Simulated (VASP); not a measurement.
# BaTiO3 (Amm2) in VASP: a series of runs, part 2 of 2

VASP 6.6.1. Earlier steps stand in the parts before.

## (3) Relaxation of cell and atoms, PBEsol, target pressure 20 GPa, at which the enthalpy is minimised

Contents of INCAR:

```
SYSTEM = BaTiO3
PREC = Accurate ; ENCUT = 600
EDIFF = 1E-6 ; ISMEAR = 0
SIGMA = 0.01 ; LREAL = .FALSE.
LASPH = .TRUE. ; NELM = 100
ALGO = Normal ; ISIF = 3
LWAVE = .FALSE. ; LCHARG = .FALSE.
GGA = PS ; IBRION = 2
NSW = 60 ; EDIFFG = -0.01
PSTRESS = 200.0
```

Contents of KPOINTS:

```
regular mesh
0
G
  4 4 4
  0 0 0
```

Contents of POSCAR:

```
BaTiO3
1.0
    3.9855000000      0.0000000000      0.0000000000
    0.0000000000      4.0178200000      0.0000000000
    0.0000000000      0.0116672460      4.0178030599
Ba Ti O
1 1 3
Direct
    0.0000000000      0.0000000000      0.0000000000
    0.5000000000      0.5124000000      0.5124000000
    0.0000000000      0.4874000000      0.4874000000
    0.5000000000      0.5052400000      0.9918400000
    0.5000000000      0.9918400000      0.5052400000
```

Potentials or basis: VASP PAW PBE potentials, release 64 (Ba_sv, Ti_sv, O).

Started as:

```
$ cat potpaw_PBE.64/Ba_sv/POTCAR potpaw_PBE.64/Ti_sv/POTCAR potpaw_PBE.64/O/POTCAR > POTCAR
$ mpirun -np 1 vasp_std > vasp.out
```

OUTCAR:

```text
SYSTEM = BaTiO3
   PREC = Accurate
   ENCUT = 600
   EDIFF = 1E-6
   ISMEAR = 0
   LREAL = .FALSE.
   LASPH = .TRUE.
   NELM = 100
   ISIF = 3
   GGA = PS
   IBRION = 2
   NSW = 60
   EDIFFG = -0.01
   PSTRESS = 200.0

 ion  position               nearest neighbor table
   1  0.000  0.000  0.000-   3 2.77   4 2.81   4 2.81   5 2.81   5 2.81   3 2.84   3 2.84   4 2.84
                             4 2.84   5 2.84   5 2.84   3 2.92   2 3.42   2 3.42   2 3.47   2 3.47
   2  0.500  0.512  0.512-   5 1.93   4 1.93   3 2.00   3 2.00   5 2.09   4 2.09   1 3.42   1 3.42
                             1 3.47   1 3.47   1 3.47   1 3.47   1 3.53   1 3.53
   3  0.000  0.487  0.487-   2 2.00   2 2.00   1 2.77   1 2.84   1 2.84   1 2.92
   4  0.500  0.505  0.992-   2 1.93   2 2.09   1 2.81   1 2.81   1 2.84   1 2.84
   5  0.500  0.992  0.505-   2 1.93   2 2.09   1 2.81   1 2.81   1 2.84   1 2.84

  LATTYP: Found a base centered orthorhombic cell.
 ALAT       =     5.6737995485
 B/A-ratio  =     1.0029081033
 C/A-ratio  =     0.7024393382

  Lattice vectors:

 A1 = (   0.0000000000,  -0.0116672460,  -4.0178030599)
 A2 = (   0.0000000000,   4.0178200000,   0.0000000000)
 A3 = (   3.9855000000,   0.0000000000,   0.0000000000)

Analysis of symmetry for initial positions (statically):
=====================================================================
 Subroutine PRICEL returns:
 Original cell was already a primitive cell.

 Routine SETGRP: Setting up the symmetry group for a
 base centered orthorhombic supercell.

 Subroutine GETGRP returns: Found  4 space group operations
 (whereof  4 operations were pure point group operations)
 out of a pool of  8 trial point group operations.

The static configuration has the point symmetry C_2v.

Analysis of symmetry for dynamics (positions and initial velocities):
=====================================================================
 Subroutine PRICEL returns:
 Original cell was already a primitive cell.

 Routine SETGRP: Setting up the symmetry group for a
 base centered orthorhombic supercell.

 Subroutine GETGRP returns: Found  4 space group operations
 (whereof  4 operations were pure point group operations)
 out of a pool of  8 trial point group operations.

The dynamic configuration has the point symmetry C_2v.

 Subroutine INISYM returns: Found  4 space group operations
 (whereof  4 operations are pure point group operations),
 and found     1 'primitive' translations

----------------------------------------------------------------------------------------

                                     Primitive cell

  volume of cell :      64.3372

  direct lattice vectors                    reciprocal lattice vectors
     3.985500000  0.000000000  0.000000000     0.250909547  0.000000000  0.000000000
     0.000000000  4.017820000  0.000000000     0.000000000  0.248891190 -0.000722752
     0.000000000  0.011667246  4.017803060     0.000000000  0.000000000  0.248892239

  length of vectors
     3.985500000  4.017820000  4.017820000     0.250909547  0.248892239  0.248892239

  position of ions in fractional coordinates (direct lattice)
     0.000000000  0.000000000  0.000000000
     0.500000000  0.512400000  0.512400000
     0.000000000  0.487400000  0.487400000
     0.500000000  0.505240000  0.991840000
[... 30 lines left out ...]

 Subroutine IBZKPT returns following result:
 ===========================================

 Found     21 irreducible k-points:

 Following reciprocal coordinates:
            Coordinates               Weight
  0.000000  0.000000  0.000000      1.000000
  0.250000  0.000000  0.000000      2.000000
  0.500000  0.000000  0.000000      1.000000
  0.000000  0.250000  0.000000      4.000000
  0.250000  0.250000  0.000000      8.000000
  0.500000  0.250000  0.000000      4.000000
[... 13 lines left out ...]
  0.250000  0.500000  0.500000      2.000000
  0.500000  0.500000  0.500000      1.000000
   k-points           NKPTS =     21   k-points in BZ     NKDIM =     21   number of bands    NBANDS=     24
   number of dos      NEDOS =    301   number of ions     NIONS =      5
   total plane-waves  NPLWV =  32768
   dimension x,y,z NGX =    32 NGY =   32 NGZ =   32
   dimension x,y,z NGXF=    64 NGYF=   64 NGZF=   64
   ions per type =               1   1   3
   NGX,Y,Z   is equivalent  to a cutoff of  13.35, 13.24, 13.24 a.u.
   NGXF,Y,Z  is equivalent  to a cutoff of  26.70, 26.48, 26.48 a.u.
 SYSTEM =  BaTiO3
   PREC   = accura    normal or accurate (medium, high low for compatibility)
   ISTART =      0    job   : 0-new  1-cont  2-samecut
   ICHARG =      2    charge: 1-file 2-atom 10-const
   ISPIN  =      1    spin polarized calculation?
   LNONCOLLINEAR =      F non collinear calculations
   LSORBIT =      F    spin-orbit coupling
   LASPH  =      T    aspherical Exc in radial PAW
   ENCUT  =  600.0 eV  44.10 Ry    6.64 a.u.   7.96  8.02  8.02*2*pi/ulx,y,z
   NELM   =    100;   NELMIN=  2; NELMDL= -5     # of ELM steps
   EDIFF  = 0.1E-05   stopping-criterion for ELM
   LREAL  =      F    real-space projection
   EDIFFG = -.1E-01   stopping-criterion for IOM
   NSW    =     60    number of steps for IOM
   IBRION =      2    ionic relax: 0-MD 1-quasi-New 2-CG
   NFREE  =      1    steps in history (QN), initial steepest desc. (CG)
   ISIF   =      3    stress and relaxation
   ISYM   =      2    0-nonsym 1-usesym 2-fastsym
   POTIM  = 0.5000    time-step for ionic-motion
   TEBEG  =    0.0;   TEEND  =   0.0 temperature during run
   PSTRESS=  200.0 pullay stress
   NELECT =      40.0000    total number of electrons
   NUPDOWN=      -1.0000    fix difference up-down
   EMIN   =  10.00;   EMAX   =-10.00  energy-range for DOS
   EFERMI =   0.00;   METHOD = LEGACY
   ISMEAR =     0;   SIGMA  =   0.01  broadening in eV -4-tet -1-fermi 0-gaus
   EFERMI_NEDOS =   21; number of points for ismear=-14 and -15
   IALGO  =     38    algorithm
   IMIX   =      4    mixing-type and parameters
     AMIX     =   0.40;   BMIX     =  1.00
     AMIX_MAG =   1.60;   BMIX_MAG =  1.00
  volume/ion in A,a.u.               =      12.87        86.83
  Fermi-wavevector in a.u.,A,eV,Ry     =   1.397250  2.640420 26.562765  1.952308
  Thomas-Fermi vector in A             =   2.520525
   LORBIT       =      0    0 simple, 1 ext, 2 COOP (PROOUT), +10 PAW based schemes
   GGA     = PS    functional components
   LHFCALC =     F    Hartree Fock is set to
   AEXX    =    0.0000 exact exchange contribution
   IVDW    =     0    specifies the selected vdW correction
   LEPSILON=     F    determine dielectric tensor
   LRPA    =     F    only Hartree local field effects (RPA)
 conjugate gradient relaxation of ions
 non-spin polarized calculation
 Gauss-broadening in eV      SIGMA  =   0.01
  energy-cutoff  :      600.00
  volume of cell :       64.34
 maximum number of plane-waves:      2176
 NGX is ok and might be reduce to    32
   NGX = 15   NGY = 17   NGZ = 17

--------------------------------------- Ionic step        1  -------------------------------------------

 number of electron      39.9999992 magnetization

 Free energy of the ion-electron system (eV)
  ---------------------------------------------------
  ext. energy  EPLUGINS =         0.00000000
  ---------------------------------------------------
  free energy    TOTEN  =       -41.97213540 eV

  energy without entropy =      -41.97213540  energy(sigma->0) =      -41.97213540

------------------------ aborting loop because EDIFF is reached ----------------------------------------

  FORCE on cell =-STRESS in cart. coord.  units (eV):
  Direction    XX          YY          ZZ          XY          YZ          ZX
  --------------------------------------------------------------------------------------
  -------------------------------------------------------------------------------------
  Total       -0.8748421     -0.9150397     -0.9142856      0.0000000     -0.1298415      0.0000000
  in kB      -21.7860414    -22.7870753    -22.7682963      0.0000000     -3.2334202      0.0000000
  external PRESSURE =    -222.4471377 kB  Pullay stress =     200.0000000 kB
[... 106 lines left out ...]
  energy  without entropy=      -41.6987304285  energy(sigma->0) =      -41.69873043

  enthalpy is  TOTEN    =       -34.4264094866 eV   P V=        7.2723209419

[... ionic steps 4 to 22 ...]

--------------------------------------- Ionic step       23  -------------------------------------------

 number of electron      39.9999995 magnetization

------------------------ aborting loop because EDIFF is reached ----------------------------------------
[... 77 lines left out ...]
--------------------------------------- Ionic step       25  -------------------------------------------

 number of electron      39.9999995 magnetization

 Free energy of the ion-electron system (eV)
  ---------------------------------------------------
  ext. energy  EPLUGINS =         0.00000000
  ---------------------------------------------------
  free energy    TOTEN  =       -41.66157587 eV

  energy without entropy =      -41.66157587  energy(sigma->0) =      -41.66157587

 E-fermi :   4.7137     XC(G=0): -12.0771

 val. band max:        4.5429379558   @ k =   0.5000   0.5000   0.5000
 cond. band min:       6.4288192346   @ k =   0.0000   0.0000   0.0000
 fundamental gap:      1.8858812788
 Fermi energy:         4.7136556038

 k-point     1 :       0.0000    0.0000    0.0000
  band No.  band energies     occupation
      1     -51.3879      2.00000
      2     -27.7831      2.00000
      3     -27.7827      2.00000
      4     -27.7819      2.00000
      5     -20.0362      2.00000
      6     -12.4832      2.00000
[... 592 lines left out ...]
  energy  without entropy=      -41.6615758700  energy(sigma->0) =      -41.66157587

  enthalpy is  TOTEN    =       -34.4530177292 eV   P V=        7.2085581408

 reached required accuracy - stopping structural energy minimisation
```

OSZICAR:

```text
N       E                     dE             d eps       ncg     rms          rms(c)
DAV:   1     0.475855542705E+03    0.47586E+03   -0.23008E+04  1008   0.200E+03
DAV:   2     0.223342710917E+01   -0.47362E+03   -0.46596E+03  1208   0.510E+02
DAV:   3    -0.496435682825E+02   -0.51877E+02   -0.48738E+02  1480   0.154E+02
DAV:   4    -0.521445829222E+02   -0.25010E+01   -0.25000E+01  1456   0.311E+01
[... 210 lines left out ...]
       N       E                     dE             d eps       ncg     rms          rms(c)
DAV:   1    -0.416615939775E+02   -0.30392E-02   -0.54121E-03  1272   0.968E-01    0.611E-02
DAV:   2    -0.416615851260E+02    0.88515E-05   -0.42861E-04  1048   0.172E-01    0.276E-02
DAV:   3    -0.416615758949E+02    0.92312E-05   -0.71705E-05  1464   0.596E-02    0.747E-03
DAV:   4    -0.416615758700E+02    0.24857E-07   -0.91841E-06  1264   0.191E-02
  25 F= -.34453018E+02 E0= -.34453018E+02  d E =-.201898E-04
```

It took 9.4 min on 1 thread of Intel Xeon 8259CL, shared host; peak memory 0.22 GiB.

Results:

```yaml
Free_energy: -41.6616 eV
Relaxed_volume: 11.55 Å³/atom
Relaxed_cell: a = 3.864 Å, b = 3.866 Å, c = 3.866 Å, α = 90.00°, β = 90.00°, γ = 90.00°
Space_group_after_relaxing_to_0.1_Å: Pm-3m (No. 221)
Energy_change_on_relaxing_the_run_minimises_the_enthalpy: +62.1 meV/atom
Ionic_steps: 25
Pressure_after_relaxing: 19.9 GPa
Largest_force_after_relaxing: 0.009 eV/Å
Band_gap_on_the_k_mesh: 1.89 eV (least direct gap 1.92 eV)
```

Forces in eV/Å, atoms in the order of the input:
```
Ba   0.000 -0.001 -0.001
Ti   0.000 -0.006 -0.006
O    0.000  0.000  0.000
O    0.000  0.000  0.007
O    0.000  0.007  0.000
```

The path:
| step | energy change (eV) | largest force (eV/Å) | pressure (GPa) | volume (Å³) |
| --- | --- | --- | --- | --- |
| 1 | 0.0000 | 0.3071 | -2.24 | 64.34 |
| 2 | 2.9162 | 1.9328 | 81.77 | 49.09 |
| 3 | 0.2734 | 0.4223 | 18.64 | 58.26 |
| 4 | 0.3018 | 0.4456 | 19.69 | 58.02 |
| 5 | 0.3170 | 0.4580 | 20.25 | 57.90 |
| 6 | 0.3248 | 0.1791 | 20.43 | 57.71 |
| 7 | 0.3341 | 0.2291 | 20.65 | 57.62 |
| 8 | 0.2888 | 0.1840 | 19.07 | 57.96 |
| 9 | 0.2829 | 0.1772 | 18.89 | 58.00 |
| 10 | 0.3020 | 0.1111 | 19.60 | 57.83 |
| 11 | 0.3161 | 0.0665 | 20.15 | 57.72 |
| 12 | 0.3156 | 0.0366 | 20.12 | 57.71 |
| 13 | 0.3158 | 0.0323 | 20.13 | 57.71 |
| 14 | 0.3156 | 0.0299 | 20.13 | 57.71 |
| 15 | 0.3080 | 0.0235 | 19.90 | 57.77 |
| 16 | 0.3062 | 0.0221 | 19.79 | 57.78 |
| 17 | 0.3079 | 0.0200 | 19.79 | 57.77 |
| 18 | 0.3126 | 0.0332 | 19.90 | 57.73 |
| 19 | 0.3180 | 0.0225 | 20.09 | 57.69 |
| 20 | 0.3211 | 0.0166 | 20.22 | 57.66 |
| 21 | 0.3193 | 0.0133 | 20.21 | 57.68 |
| 22 | 0.3148 | 0.0191 | 20.04 | 57.71 |
| 23 | 0.3157 | 0.0146 | 20.05 | 57.71 |
| 24 | 0.3136 | 0.0115 | 19.99 | 57.72 |
| 25 | 0.3106 | 0.0087 | 19.89 | 57.75 |

Final structure:
```
CELL_PARAMETERS angstrom
3.86401 0.00000 0.00000
0.00000 3.86585 -0.00547
0.00000 0.00576 3.86585
ATOMIC_POSITIONS crystal
Ba 0.00000 0.00040 0.00040
Ti 0.50000 0.50349 0.50349
O 0.00000 0.49760 0.49760
O 0.50000 0.49766 0.99772
O 0.50000 0.99772 0.49766
```

Levels at points of the mesh, in eV from the valence-band top:
```tsv
k point	band 16	band 17	band 18	band 19	band 20	band 21	band 22	band 23	band 24
(0.00, 0.00, 0.00)	-1.30	-1.29	-0.04	-0.04	-0.03	1.89	1.90	1.90	4.65
(0.50, 0.00, 0.00)	-2.12	-1.97	-1.96	-0.72	-0.71	2.12	4.02	4.03	4.71
(0.00, 0.50, 0.00)	-2.11	-1.97	-1.96	-0.71	-0.70	2.11	4.03	4.03	4.71
(0.50, 0.50, 0.00)	-3.15	-1.67	-0.79	-0.79	-0.11	4.04	4.04	4.49	5.70
(0.00, 0.50, 0.50)	-3.15	-1.67	-0.79	-0.79	-0.11	4.04	4.04	4.48	5.71
(0.50, 0.50, 0.50)	-2.32	-2.32	-0.01	0.00	0.00	4.84	4.85	4.85	7.12
```

Caveat: the cell is relaxed towards a set pressure, so the run minimises the enthalpy, not the energy; the PAW data sets were made with another functional, which shifts forces and pressure a little; spin-orbit coupling is left out, which moves the levels of the heavy elements. A k mesh can miss the band edges.
